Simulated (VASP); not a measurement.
# Al31N32 (a cell with a defect) in VASP: single point with PBEsol

Aim: the single point of Al31N32 (a cell with a defect) with PBEsol.

Program: VASP 6.6.1. These are calculated values, not measurements. Logs are shortened: lines on timing, memory, paths and dates and some standing lists are left out, and cuts for length are marked.

## Step 1: The cell of the first run

The cell holds a defect, 63 atoms: a = 8.755 Å, b = 8.755 Å, c = 8.755 Å, α = 90.00°, β = 90.00°, γ = 90.00°.

## Step 2: Single point, PBEsol, collinear spin

INCAR reads:

```
  PREC = Accurate
  ENCUT = 520
  EDIFF = 1E-6
  ISMEAR = -1
  SIGMA = 0.05
  LREAL = Auto
  LASPH = True
  NELM = 150
  ALGO = Normal
  ISIF = 2
  LWAVE = False
  LCHARG = False
  ISPIN = 2
  MAGMOM = 0 0 0 0 0 0 0 0 0 0 0 0 0 0 0 0 0 0 0 0 0 0 0 0 0 0 0 0 0 0 0 0 0 0 0 0 0 0 0.75 0 0.75 0 0 0 0 0 0 0 0 0.75 0 0 0 0 0 0 0 0 0 0.75 0 0 0
  LORBIT = 11
  GGA = PS
  NELECT = 255.0
  ISYM = 0
  NBANDS = 168
```

KPOINTS reads:

```
Automatic mesh
0
Gamma
  1 1 1
  0.25 0.25 0.25
```

POSCAR reads:

```
Al31N32
1.0
    8.7554440000      0.0000000000      0.0000000000
    0.0000000000      8.7554440000      0.0000000000
    0.0000000000      0.0000000000      8.7554440000
Al N
31 32
Direct
    0.9995690000      0.9997510000      0.9995560000
    0.9994880000      0.9997280000      0.5001020000
    0.9995130000      0.5002170000      0.9994580000
    0.9993650000      0.4999280000      0.4997750000
    0.5000270000      0.9997140000      0.9994450000
    0.4997560000      0.9995930000      0.4997660000
    0.4997530000      0.4999300000      0.9993580000
    0.2497480000      0.2499090000      0.9986120000
    0.2507820000      0.2509350000      0.5003700000
    0.2499300000      0.7496160000      0.0002760000
    0.2514820000      0.7481820000      0.4997160000
    0.7494260000      0.2500830000      0.0002670000
    0.7479270000      0.2518500000      0.4996340000
    0.7495650000      0.7497760000      0.9982240000
    0.7465880000      0.7467530000      0.5027020000
    0.2497700000      0.9988900000      0.2498250000
    0.2499380000      0.0004460000      0.7494190000
    0.2504420000      0.5000810000      0.2504910000
    0.2516380000      0.4994870000      0.7480350000
    0.7494260000      0.0004960000      0.2499370000
    0.7495010000      0.9985030000      0.7494990000
    0.7482430000      0.4997480000      0.2513360000
    0.7465700000      0.5028680000      0.7467060000
    0.9987030000      0.2499140000      0.2498260000
    0.0003200000      0.2501080000      0.7494350000
    0.0002930000      0.7496040000      0.2499290000
    0.9982430000      0.7497160000      0.7495180000
    0.5000180000      0.2507350000      0.2505290000
    0.4992350000      0.2519090000      0.7479590000
    0.4997270000      0.7484000000      0.2513200000
    0.5027360000      0.7466960000      0.7466570000
    0.1246210000      0.1247900000      0.1246690000
    0.1232460000      0.1233900000      0.6247550000
    0.1232550000      0.6249910000      0.1232820000
    0.1240530000      0.6256600000      0.6255230000
    0.6247740000      0.1234290000      0.1232750000
    0.6254510000      0.1242950000      0.6255000000
    0.6255430000      0.6257080000      0.1239970000
    0.6358800000      0.6359640000      0.6358100000
    0.3740780000      0.3742750000      0.1237240000
    0.3610810000      0.3613980000      0.6375380000
    0.3748700000      0.8765040000      0.1234460000
    0.3743510000      0.8758320000      0.6255500000
    0.8763280000      0.3750400000      0.1234360000
    0.8757080000      0.3744770000      0.6255770000
    0.8750120000      0.8752200000      0.1246710000
    0.8766550000      0.8768840000      0.6245650000
    0.3741270000      0.1240000000      0.3741470000
    0.3748740000      0.1235690000      0.8763010000
    0.3607790000      0.6380680000      0.3605300000
    0.3742790000      0.6257260000      0.8757590000
    0.8762090000      0.1236840000      0.3748810000
    0.8750190000      0.1248350000      0.8750230000
    0.8757350000      0.6257240000      0.3742930000
    0.8767080000      0.6247660000      0.8767210000
    0.1237980000      0.3742900000      0.3741490000
    0.1233630000      0.3750670000      0.8763600000
    0.1234800000      0.8764210000      0.3748590000
    0.1246550000      0.8751950000      0.8750110000
    0.6377250000      0.3611910000      0.3606800000
    0.6255350000      0.3744570000      0.8757700000
    0.6255610000      0.8758910000      0.3743160000
    0.6245590000      0.8768860000      0.8766860000
```

Potentials or basis: VASP PAW PBE potentials, release 64 (Al, N).

Started as:

```bash
$ cat potpaw_PBE.64/Al/POTCAR potpaw_PBE.64/N/POTCAR > POTCAR
$ mpirun -np 1 vasp_std > vasp.out
```

OUTCAR:

```text
PREC = Accurate
   ENCUT = 520
   EDIFF = 1E-6
   ISMEAR = -1
   LREAL = Auto
   LASPH = True
   NELM = 150
   ISIF = 2
   ISPIN = 2
   LORBIT = 11
   GGA = PS
   NELECT = 255.0
   ISYM = 0

 ion  position               nearest neighbor table
   1  1.000  1.000  1.000-  53 1.89  59 1.89  46 1.89  32 1.90  14 3.10  27 3.10  21 3.10   8 3.10
                            24 3.10  16 3.10  12 3.10  25 3.10  10 3.10  17 3.10  26 3.10  20 3.10
   2  0.999  1.000  0.500-  47 1.87  33 1.88  52 1.88  58 1.88  21 3.09  27 3.09  25 3.09  17 3.09
                            20 3.10  26 3.10  24 3.10  16 3.10   9 3.11  11 3.12  13 3.12  15 3.13
   3  1.000  0.500  0.999-  55 1.87  57 1.88  34 1.88  44 1.88  27 3.09  14 3.09  10 3.09  26 3.09
                            25 3.10  12 3.10   8 3.10  24 3.10  18 3.11  22 3.12  19 3.12  23 3.13
   4  0.999  0.500  0.500-  54 1.90  45 1.90  56 1.90  35 1.90  25 3.09  26 3.09  13 3.09  27 3.09
                            22 3.09  15 3.09  23 3.09  24 3.10  18 3.10  11 3.10   9 3.10  19 3.10
   5  0.500  1.000  0.999-  63 1.87  49 1.88  36 1.88  42 1.88  21 3.09  14 3.09  12 3.09  20 3.09
                            17 3.10  10 3.10   8 3.10  16 3.10  28 3.11  30 3.12  29 3.12  31 3.13
   6  0.500  1.000  0.500-  43 1.90  62 1.90  48 1.90  37 1.90  17 3.09  21 3.09  20 3.09  30 3.09
                            11 3.09  15 3.09  31 3.09  16 3.10   9 3.10  28 3.10  13 3.10  29 3.10
   7  0.500  0.500  0.999-  61 1.89  51 1.90  40 1.90  38 1.90  29 3.09  19 3.09  10 3.09  31 3.09
                            23 3.09  12 3.09  14 3.09   8 3.10  28 3.10  30 3.10  18 3.10  22 3.10
   8  0.250  0.250  0.999-  40 1.89  49 1.89  57 1.89  32 1.90  25 3.09  17 3.09   7 3.10  29 3.10
                            19 3.10   1 3.10   5 3.10   3 3.10  18 3.11  28 3.11  16 3.11  24 3.11
   9  0.251  0.251  0.500-  41 1.82  48 1.90  56 1.90  33 1.92  29 3.07  19 3.07  18 3.09  28 3.09
[... 63 lines left out ...]
  50  0.361  0.638  0.361-  18 1.82  30 1.82  11 1.82
  51  0.374  0.626  0.876-  10 1.88   7 1.90  19 1.90  31 1.91
  52  0.876  0.124  0.375-   2 1.88  24 1.89  20 1.90  13 1.93
  53  0.875  0.125  0.875-   1 1.89  12 1.90  25 1.90  21 1.91
  54  0.876  0.626  0.374-  26 1.88   4 1.90  22 1.90  15 1.91
  55  0.877  0.625  0.877-   3 1.87  14 1.89  27 1.89  23 1.93
  56  0.124  0.374  0.374-  24 1.89   4 1.90  18 1.90   9 1.90
  57  0.123  0.375  0.876-   3 1.88   8 1.89  25 1.90  19 1.93
  58  0.123  0.876  0.375-   2 1.88  16 1.89  26 1.90  11 1.93
  59  0.125  0.875  0.875-   1 1.89  10 1.90  17 1.90  27 1.91
  60  0.638  0.361  0.361-  28 1.82  22 1.82  13 1.82
  61  0.626  0.374  0.876-  12 1.88   7 1.89  29 1.90  23 1.91
  62  0.626  0.876  0.374-  20 1.88   6 1.90  30 1.90  15 1.91
  63  0.625  0.877  0.877-   5 1.87  14 1.89  21 1.89  31 1.93

IMPORTANT INFORMATION: All symmetrisations will be switched off!
NOSYMM: (Re-)initialisation of all symmetry stuff for point group C_1.

----------------------------------------------------------------------------------------

                                     Primitive cell

  volume of cell :     671.1731

  direct lattice vectors                    reciprocal lattice vectors
     8.755444000  0.000000000  0.000000000     0.114214653  0.000000000  0.000000000
     0.000000000  8.755444000  0.000000000     0.000000000  0.114214653  0.000000000
     0.000000000  0.000000000  8.755444000     0.000000000  0.000000000  0.114214653

  length of vectors
     8.755444000  8.755444000  8.755444000     0.114214653  0.114214653  0.114214653

  position of ions in fractional coordinates (direct lattice)
     0.999569000  0.999751000  0.999556000
     0.999488000  0.999728000  0.500102000
     0.999513000  0.500217000  0.999458000
     0.999365000  0.499928000  0.499775000
     0.500027000  0.999714000  0.999445000
     0.499756000  0.999593000  0.499766000
[... 55 lines left out ...]
     0.625561000  0.875891000  0.374316000
     0.624559000  0.876886000  0.876686000

  ion indices of the primitive-cell ions
   primitive index   ion index
                 1           1
                 2           2
                 3           3
                 4           4
                 5           5
                 6           6
[... 55 lines left out ...]
                62          62
                63          63

----------------------------------------------------------------------------------------

 KPOINTS: Automatic mesh

Automatic generation of k-mesh.
 Grid dimensions read from file:
 generate k-points for:    1    1    1

 Generating k-lattice:

  Cartesian coordinates                     Fractional coordinates (reciprocal lattice)
     0.114214653  0.000000000  0.000000000     1.000000000  0.000000000  0.000000000
[... 47 lines left out ...]
   TEBEG  =    0.0;   TEEND  =   0.0 temperature during run
   PSTRESS=    0.0 pullay stress
   NELECT =     255.0000    total number of electrons
   NUPDOWN=      -1.0000    fix difference up-down
   EMIN   =  10.00;   EMAX   =-10.00  energy-range for DOS
   EFERMI =   0.00;   METHOD = LEGACY
   ISMEAR =    -1;   SIGMA  =   0.05  broadening in eV -4-tet -1-fermi 0-gaus
   EFERMI_NEDOS =   21; number of points for ismear=-14 and -15
   IALGO  =     38    algorithm
   IMIX   =      4    mixing-type and parameters
     AMIX     =   0.40;   BMIX     =  1.00
     AMIX_MAG =   1.60;   BMIX_MAG =  1.00
  volume/ion in A,a.u.               =      10.65        71.89
  Fermi-wavevector in a.u.,A,eV,Ry     =   1.185705  2.240658 19.128387  1.405897
  Thomas-Fermi vector in A             =   2.321893
   LORBIT       =     11    0 simple, 1 ext, 2 COOP (PROOUT), +10 PAW based schemes
   GGA     = PS    functional components
   LHFCALC =     F    Hartree Fock is set to
   AEXX    =    0.0000 exact exchange contribution
   IVDW    =     0    specifies the selected vdW correction
   LEPSILON=     F    determine dielectric tensor
   LRPA    =     F    only Hartree local field effects (RPA)
 spin polarized calculation
  energy-cutoff  :      520.00
  volume of cell :      671.17
 maximum number of plane-waves:     18052
 NGX is ok and might be reduce to    70
   NGX = 33   NGY = 33   NGZ = 33

 number of electron     254.9999955 magnetization       0.9971215

 Free energy of the ion-electron system (eV)
  ---------------------------------------------------
  ext. energy  EPLUGINS =         0.00000000
  ---------------------------------------------------
  free energy    TOTEN  =      -472.81072726 eV

  energy without entropy =     -472.74147948  energy(sigma->0) =     -472.77610337

 E-fermi :   6.8213     XC(G=0): -11.0323

 val. band max:        6.7804963098   @ k =  -0.2500  -0.2500   0.2500
 cond. band min:       6.8387090944   @ k =   0.2500   0.2500   0.2500
 fundamental gap:      0.0582127847
 Fermi energy:         6.8213375389

 spin component 1

 k-point     1 :       0.2500    0.2500    0.2500
  band No.  band energies     occupation
      1      -9.2405      1.00000
      2      -8.6933      1.00000
      3      -8.6927      1.00000
      4      -8.5971      1.00000
      5      -8.1987      1.00000
      6      -8.1983      1.00000
[... 557 lines left out ...]
    138      11.2329      0.00000
    139      11.3341      0.00000
 Fermi energy:         6.8213375389

 spin component 2

 k-point     1 :       0.2500    0.2500    0.2500
  band No.  band energies     occupation
      1      -9.2287      1.00000
      2      -8.6801      1.00000
      3      -8.6800      1.00000
      4      -8.5874      1.00000
      5      -8.1862      1.00000
      6      -8.1861      1.00000
[... 557 lines left out ...]
    138      11.2387      0.00000
    139      11.3449      0.00000
 [bands above 139 left out]

------------------------ aborting loop because EDIFF is reached ----------------------------------------

  FORCE on cell =-STRESS in cart. coord.  units (eV):
  Direction    XX          YY          ZZ          XY          YZ          ZX
  --------------------------------------------------------------------------------------
  -------------------------------------------------------------------------------------
  Total       23.7710295     23.7489799     23.7995313     -0.1608980     -0.2271460     -0.2405206
  in kB       56.7445359     56.6919008     56.8125734     -0.3840845     -0.5422270     -0.5741540
  external PRESSURE =      56.7496700 kB  Pullay stress =       0.0000000 kB

 VOLUME and BASIS-vectors are now :
 -----------------------------------------------------------------------------
  energy-cutoff  :      520.00
  volume of cell :      671.17
      direct lattice vectors                 reciprocal lattice vectors
     8.755444000  0.000000000  0.000000000     0.114214653  0.000000000  0.000000000
     0.000000000  8.755444000  0.000000000     0.000000000  0.114214653  0.000000000
     0.000000000  0.000000000  8.755444000     0.000000000  0.000000000  0.114214653

 POSITION                                       TOTAL-FORCE (eV/Angst)
 -----------------------------------------------------------------------------------
      8.75167      8.75326      8.75156         0.041146      0.039510      0.043634
      8.75096      8.75306      4.37862         0.051441      0.046930     -0.099049
      8.75118      4.37962      8.75070         0.050793     -0.078316      0.061835
      8.74988      4.37709      4.37575         0.077191     -0.001930     -0.002392
      4.37796      8.75294      8.75058        -0.079875      0.049718      0.059241
      4.37559      8.75188      4.37567        -0.000113      0.071839     -0.001839
[... 55 lines left out ...]
      5.47706      7.66881      3.27730         0.011735     -0.069011      0.045499
      5.46829      7.67753      7.67578         0.040047     -0.113193     -0.116785
 -----------------------------------------------------------------------------------
    total drift:                                0.006014      0.006393      0.009797

  FREE ENERGIE OF THE ION-ELECTRON SYSTEM (eV)
  ---------------------------------------------------
  free  energy   TOTEN  =      -472.8107272631 eV

  energy  without entropy=     -472.7414794826  energy(sigma->0) =     -472.77610337

 total charge

# of ion       s       p       d       tot
------------------------------------------
    1        0.374   0.453   0.000   0.826
    2        0.378   0.464   0.000   0.842
    3        0.378   0.464   0.000   0.843
    4        0.372   0.447   0.000   0.819
    5        0.378   0.464   0.000   0.842
    6        0.372   0.447   0.000   0.819
[... 55 lines left out ...]
   62        1.218   2.625   0.000   3.843
   63        1.220   2.629   0.000   3.849
--------------------------------------------------
tot         50.675  97.886   0.000 148.560

 magnetization (x)

# of ion       s       p       d       tot
------------------------------------------
    1       -0.000  -0.000   0.000  -0.000
    2       -0.000   0.001   0.000   0.001
    3       -0.000   0.001   0.000   0.001
    4       -0.000   0.000   0.000   0.000
    5       -0.000   0.001   0.000   0.001
    6       -0.000   0.000   0.000   0.000
[... 55 lines left out ...]
   62       -0.000   0.000   0.000  -0.000
   63        0.000   0.006   0.000   0.006
--------------------------------------------------
tot          0.014   0.656   0.000   0.670
```

Wall time 65 min (1 thread of AMD EPYC 9755, shared host); peak memory 1.2 GiB.

What came out:

```
Free energy                                           : -472.8107 eV
Largest force                                         : 0.384 eV/Å
Net moment                                            : 1.00 μB per cell
Site moments                                          : Al -0.00, +0.00 (each value once); N +0.00, +0.01, -0.00, +0.07, +0.15, +0.17, +0.16 (each value once) μB
Valence electrons inside the program's atomic spheres : Al 0.83, 0.84, 0.82 (each value once); N 3.84, 3.85, 3.81, 3.80 (each value once)
```

Forces in eV/Å, atoms in the order of the input:
```
Al   0.041  0.040  0.044
Al   0.051  0.047 -0.099
Al   0.051 -0.078  0.062
Al   0.077 -0.002 -0.002
Al  -0.080  0.050  0.059
Al   0.000  0.072 -0.002
Al  -0.001  0.000  0.083
Al   0.019  0.023  0.016
Al   0.073  0.078  0.013
Al   0.037  0.045  0.062
Al   0.042 -0.021 -0.136
Al   0.046  0.037  0.061
Al  -0.017  0.026 -0.126
Al   0.020  0.019  0.117
Al   0.181  0.179 -0.288
Al   0.025  0.004  0.024
Al   0.037  0.053  0.046
Al   0.103  0.064  0.092
Al   0.012 -0.073 -0.012
Al   0.050  0.057  0.040
Al   0.019  0.115  0.023
Al  -0.037 -0.104  0.043
Al   0.181 -0.285  0.168
Al   0.003  0.027  0.021
Al   0.051  0.033  0.046
Al   0.058  0.050  0.040
Al   0.117  0.021  0.022
Al   0.053  0.100  0.095
Al  -0.071  0.010 -0.008
Al  -0.124 -0.034  0.045
Al  -0.286  0.181  0.170
N   -0.027 -0.027 -0.034
N   -0.057 -0.056 -0.005
N   -0.071 -0.020 -0.075
N   -0.071 -0.002  0.015
N   -0.015 -0.068 -0.072
N   -0.002 -0.066  0.013
N    0.012  0.007 -0.078
N   -0.016 -0.008 -0.003
N   -0.031 -0.035 -0.051
N    0.022  0.016  0.021
N    0.023 -0.008 -0.067
N    0.045 -0.070  0.014
N   -0.007  0.018 -0.067
N   -0.074  0.051  0.013
N   -0.036 -0.038 -0.039
N   -0.112 -0.114  0.038
N   -0.033 -0.047 -0.025
N    0.015 -0.051 -0.022
N    0.019  0.022  0.037
N    0.048  0.004 -0.078
N   -0.010 -0.062  0.031
N   -0.037 -0.038 -0.041
N   -0.073  0.010  0.046
N   -0.116  0.038 -0.117
N   -0.050 -0.037 -0.023
N   -0.048  0.014 -0.025
N   -0.067 -0.006  0.034
N   -0.039 -0.038 -0.038
N    0.024  0.013  0.031
N    0.004  0.047 -0.080
N    0.012 -0.069  0.045
N    0.040 -0.113 -0.117
```

Levels at points of the mesh, in eV from the Fermi level:
Spin up:
```csv
k point,band 126,band 127,band 128,band 129,band 130,band 131
"(0.25, 0.25, 0.25)",-0.52,-0.42,-0.41,2.82,2.82,2.85
```
Spin down:
```csv
k point,band 125,band 126,band 127,band 128,band 129,band 130
"(0.25, 0.25, 0.25)",-1.07,-0.28,0.02,0.03,2.82,2.83
```

Caveat: the cell carries a net charge on a neutralising background, which shifts energy and pressure; the cell is charged against a uniform background, so pressure and absolute levels hang on convention; the PAW data sets were made with another functional, which shifts forces and pressure a little.
